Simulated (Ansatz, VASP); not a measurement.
**Two plane-wave programs on Ga2O**

```
Ga O
1.0
     4.29475    0.00000    0.00000
    -2.14738    3.71936    0.00000
     0.00000    0.00000    2.90906
Ga O
2 1
Direct
  0.33333 0.66667 0.00000
  0.66667 0.33333 0.00000
  0.00000 0.00000 0.00000
```

Alike in both runs: functional PBE; k mesh 12 × 12 × 16; occupations gaussian, width 0.1 eV; no spin polarisation.

Ansatz relaxed the structure, and its values are those at the end. VASP's run is a single point on that final structure, the one shown.

|  | VASP | Ansatz |
| --- | --- | --- |
| version | VASP 6.6.1 | Ansatz 0.2.0 |
| potentials or method | VASP PAW PBE potentials, release 64 (Ga_d, O), cutoff 520 eV | scalar-relativistic, plane waves, PAW |
| valence electrons in the cell | 32 | 32 |

VASP gave:

```
gap on the k mesh at the Fermi level (eV) : none
pressure (GPa)                            : 0.1
```

What did Ansatz give for the same quantities?

gap on the k mesh at the Fermi level (eV): none; pressure (GPa): 0.0.

A gap of «none» marks a metal or a gap that the smearing closes.
